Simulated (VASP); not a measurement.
The system is Fe.

```
Fe
1.0
     2.37549    0.00000    0.00000
    -1.18775    2.05724    0.00000
     0.00000    0.00000    3.75694
Fe
2
Direct
  0.33333 0.66667 0.25000
  0.66667 0.33333 0.75000
```

This cell differs from its parent crystal: volume scaled by 0.88.

Base run:

```yaml
Program: VASP 6.6.1
Functional: RPBE
Potentials_or_basis: VASP PAW PBE potentials, release 64 (Fe_sv)
Cutoff: 600 eV
k_mesh: 16 × 16 × 9
Occupations: fermi-dirac, width 0.1 eV
Spin: no spin polarisation
```

Its results: band gap on the k mesh zero (band 16 reaches 17.10 eV, above the bottom of band 17 at 14.92 eV); pressure 41.2 GPa.

Question: The run is repeated on the same cell with these changes: potentials or basis from VASP PAW PBE potentials, release 64 (Fe_sv) to VASP PAW PBE potentials, release 64 (Fe); cutoff from 600 eV to 520 eV; further incar settings from ALGO = Normal; EDIFF = 1e-06; NBANDS = 23 to ALGO = Normal; EDIFF = 1e-06; NBANDS = 15; valence electrons from 32 to 16. What comes out?

Answer: Band gap on the k mesh zero (band 8 reaches 9.34 eV, above the bottom of band 9 at 7.16 eV); pressure 44.9 GPa.

Caveats: the PAW data sets were made with another functional, which shifts forces and pressure a little; the run has no spin polarisation, though such a crystal can be magnetic.
